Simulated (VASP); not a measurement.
A run of VASP 6.6.1:

INCAR

```
SYSTEM = SnTe
PREC = Accurate
ENCUT = 520
EDIFF = 1E-7
ISMEAR = -1
SIGMA = 0.05
LREAL = .FALSE.
LASPH = .TRUE.
NELM = 100
ALGO = Normal
ISIF = 2
LWAVE = .FALSE.
LCHARG = .TRUE.
GGA = PE
LELF = .TRUE.
LVHAR = .TRUE.
NBANDS = 17
```

KPOINTS

```
Automatic mesh
0
G
  13 13 13
  0 0 0
```

Contents of POSCAR:

```
SnTe
1.0
    3.6098704747      0.0000000000      0.0000000000
    0.0000000000      3.6098704747      0.0000000000
    0.0000000000      0.0000000000      3.6098704747
Sn Te
1 1
Direct
    0.0000000000      0.0000000000      0.0000000000
    0.5000000000      0.5000000000      0.5000000000
```

Potentials or basis: VASP PAW PBE potentials, release 64 (Sn_d, Te).

Launch:

```console
$ cat potpaw_PBE.64/Sn_d/POTCAR potpaw_PBE.64/Te/POTCAR > POTCAR
$ mpirun -np 1 vasp_std > vasp.out
```

Hardware: 1 thread of AMD EPYC 7R13 Processor (Zen 3), with other jobs on the host.

How long does it take, and how much memory?

Wall time 44 s on 1 thread of AMD EPYC 7R13 Processor (Zen 3), on a shared host, peak memory 0.18 GiB. Counts: scf iterations 15, k points 84.
